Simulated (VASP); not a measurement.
Here is a VASP 6.6.1 calculation.

INCAR

```
SYSTEM = Ru2F
PREC = Accurate
ENCUT = 520
EDIFF = 1E-7
ISMEAR = 0
SIGMA = 0.1
LREAL = .FALSE.
LASPH = .TRUE.
NELM = 150
ALGO = Normal
ISIF = 2
LWAVE = .FALSE.
LCHARG = .FALSE.
ISPIN = 2
MAGMOM = 1 1 0
LORBIT = 11
LMAXMIX = 4
GGA = PE
NBANDS = 28
```

File KPOINTS:

```
Automatic mesh
0
G
  6 6 6
  0 0 0
```

File POSCAR:

```
Ru2F
1.0
    3.9476270400      0.0000000000      0.0000000000
   -1.9738135200      3.4187453000      0.0000000000
    0.0000000000      0.0000000000      2.7912588300
Ru F
2 1
Direct
    0.3333333300      0.6666666700      0.5000000000
    0.6666666700      0.3333333300      0.5000000000
    0.0000000000      0.0000000000      0.0000000000
```

Potentials or basis: VASP PAW PBE potentials, release 64 (Ru_pv, F).

Command:

```console
$ cat potpaw_PBE.64/Ru_pv/POTCAR potpaw_PBE.64/F/POTCAR > POTCAR
$ mpirun -np 1 vasp_std > vasp.out
```

Q: Estimate the pressure.

A: 22.9 GPa.

Q: What does it give for the net moment?

A: 0.00 μB per cell.

Stress tensor (GPa, compression positive):
```
31.60  0.00  0.00
 0.00 31.60  0.00
 0.00  0.00  5.41
```

Caveat: the k points lie up to 0.38 Å⁻¹ apart; an empty level that is flat over the whole mesh can mark a ghost state of the potentials, or a narrow d or f band.
